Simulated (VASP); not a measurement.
Ni:

```
Ni
1.0
     0.00000    1.73812    1.73812
     1.73812    0.00000    1.73812
     1.73812    1.73812    0.00000
Ni
1
Direct
  0.00000 0.00000 0.00000
```

This cell differs from its parent crystal: volume scaled by 0.96.

Base run:

```yaml
Program: VASP 6.6.1
Functional: LDA
Potentials_or_basis: VASP PAW LDA potentials, release 64 (Ni)
Cutoff: 520 eV
k_mesh: 16 × 16 × 16
Occupations: fermi-dirac, width 0.1 eV
Spin: collinear spin, ferromagnetic start
Starting_moments: "[1.5] μB"
```

Its results: pressure -10.2 GPa.

Problem. The run is repeated on the same cell with these changes: spin from collinear spin, ferromagnetic start to no spin polarisation; further incar settings from ALGO = Normal; EDIFF = 1e-07; NBANDS = 15 to ALGO = Normal; EDIFF = 1e-07; NBANDS = 11. What comes out?

Solution. Pressure -10.8 GPa.
